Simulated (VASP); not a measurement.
Here is a VASP 6.6.1 calculation.

INCAR

```
  ALGO = Normal
  EDIFF = 1E-6
  ENCUT = 520
  GGA = PS
  GGA_COMPAT = False
  ISIF = 2
  ISMEAR = -1
  LASPH = True
  LCHARG = True
  LELF = True
  LREAL = False
  LVHAR = True
  LWAVE = False
  NBANDS = 81
  NELM = 120
  PREC = Accurate
  SIGMA = 0.05
```

The input KPOINTS:

```
k-points
0
Gamma
  6 6 1
```

Contents of POSCAR:

```
AlGaN2
1.0
    2.1888610000      2.1888610000      0.0000000000
   -2.1888610000      2.1888610000      0.0000000000
    0.0000000000      0.0000000000     22.4153550000
Ga Al N
5 5 10
Direct
    0.0000000000      0.0000000000      0.0000000000
    0.0000000000      0.0000000000      0.2047000000
    0.0000000000      0.0000000000      0.4094000000
    0.5000000000      0.5000000000      0.1023500000
    0.5000000000      0.5000000000      0.3070500000
    0.0000000000      0.0000000000      0.6094000000
    0.0000000000      0.0000000000      0.8047000000
    0.5000000000      0.5000000000      0.5117500000
    0.5000000000      0.5000000000      0.7070500000
    0.5000000000      0.5000000000      0.9023500000
    0.5000000000      0.0000000000      0.0511750000
    0.5000000000      0.0000000000      0.2558750000
    0.5000000000      0.0000000000      0.4605750000
    0.5000000000      0.0000000000      0.6582250000
    0.5000000000      0.0000000000      0.8535250000
    0.0000000000      0.5000000000      0.1535250000
    0.0000000000      0.5000000000      0.3582250000
    0.0000000000      0.5000000000      0.5605750000
    0.0000000000      0.5000000000      0.7558750000
    0.0000000000      0.5000000000      0.9511750000
```

Potentials or basis: VASP PAW PBE potentials, release 64 (Ga_d, Al, N).

Command:

```bash
$ cat potpaw_PBE.64/Ga_d/POTCAR potpaw_PBE.64/Al/POTCAR potpaw_PBE.64/N/POTCAR > POTCAR
$ mpirun -np 1 vasp_std > vasp.out
```

What does it give for the pressure?

3.4 GPa.

Estimate the band gap on the k mesh.

2.35 eV.

Forces in eV/Å, atoms in the order of the input:
```
Ga   0.000  0.000  0.868
Ga   0.000  0.000  0.004
Ga   0.000  0.000  0.004
Ga   0.000  0.000  0.000
Ga   0.000  0.000  0.001
Al   0.000  0.000  0.006
Al   0.000  0.000  0.010
Al   0.000  0.000 -0.887
Al   0.000  0.000  0.001
Al   0.000  0.000  0.026
N    0.000  0.000  0.050
N    0.000  0.000 -0.001
N    0.000  0.000  1.051
N    0.000  0.000 -0.003
N    0.000  0.000  0.030
N    0.000  0.000 -0.002
N    0.000  0.000 -0.022
N    0.000  0.000 -0.013
N    0.000  0.000 -0.003
N    0.000  0.000 -1.118
```

Caveat: the PAW data sets were made with another functional, which shifts forces and pressure a little.
